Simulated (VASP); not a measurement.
Set up this calculation in VASP 6.6.1, as the native input.

```
Task                   : relaxation of cell and atoms
Functional             : PBE
Potentials or basis    : VASP PAW PBE potentials, release 64 (Rb_sv, Br)
Cutoff                 : 500 eV
k mesh                 : 6 × 6 × 6
Occupations            : gaussian, width 0.02 eV
Spin                   : no spin polarisation
Dipole correction      : no
Further INCAR settings : ALGO = Normal; EDIFF = 1e-07; IBRION = 2; EDIFFG = -0.01; NSW = 100; ISIF = 3
```

The structure of RbBr lies in POSCAR:

```
RbBr
1.0
    0.0000000000      3.4936956019      3.4936956019
    3.4936956019      0.0000000000      3.4936956019
    3.4936956019      3.4936956019      0.0000000000
Rb Br
1 1
Direct
    0.0000000000      0.0000000000      0.0000000000
    0.5000000000      0.5000000000      0.5000000000
```

The cell was generated, and may not be a known phase.

These files were run (other wordings do the same):

INCAR

```
SYSTEM = RbBr
PREC     = Accurate       ! precision mode
ENCUT    = 500            ! plane-wave cutoff, eV
EDIFF    = 1E-7           ! SCF threshold, eV
ISMEAR   = 0              ! smearing method
SIGMA    = 0.02           ! smearing width, eV
LREAL    = .False.        ! projectors in reciprocal space
LASPH    = .True.         ! aspherical terms in the spheres
NELM     = 120            ! most SCF steps
ALGO     = Normal         ! electronic algorithm
ISIF     = 3              ! what is computed and relaxed
LWAVE    = .False.        ! write WAVECAR
LCHARG   = .False.        ! write CHGCAR
GGA      = PE             ! functional
IBRION   = 2              ! ionic algorithm
NSW      = 100            ! ionic steps
EDIFFG   = -0.01          ! ionic threshold
GGA_COMPAT= .False.      
NELMIN   = 4
```

KPOINTS

```
Automatic mesh
0
Gamma
  6 6 6
  0 0 0
```

Potentials or basis: VASP PAW PBE potentials, release 64 (Rb_sv, Br).

Launch:

```bash
$ cat potpaw_PBE.64/Rb_sv/POTCAR potpaw_PBE.64/Br/POTCAR > POTCAR
$ mpirun -np 1 vasp_std > vasp.out
```

It gave:

| Quantity | Value |
| --- | --- |
| Relaxed volume | 43.29 Å³/atom |
| Relaxed cell | a = 4.966 Å, b = 4.966 Å, c = 4.966 Å, α = 60.00°, β = 60.00°, γ = 60.00° |
| Space group after relaxing (to 0.1 Å) | Fm-3m (No. 225) |
| Energy gained by relaxing | 0.3 meV/atom |
| Ionic steps | 3 |
| Pressure after relaxing | 0.0 GPa |
| Band gap on the k mesh | 4.18 eV |

Run time: 74 s on 1 thread of Intel Xeon 8259CL, with other jobs on the host, peak memory 0.21 GiB.
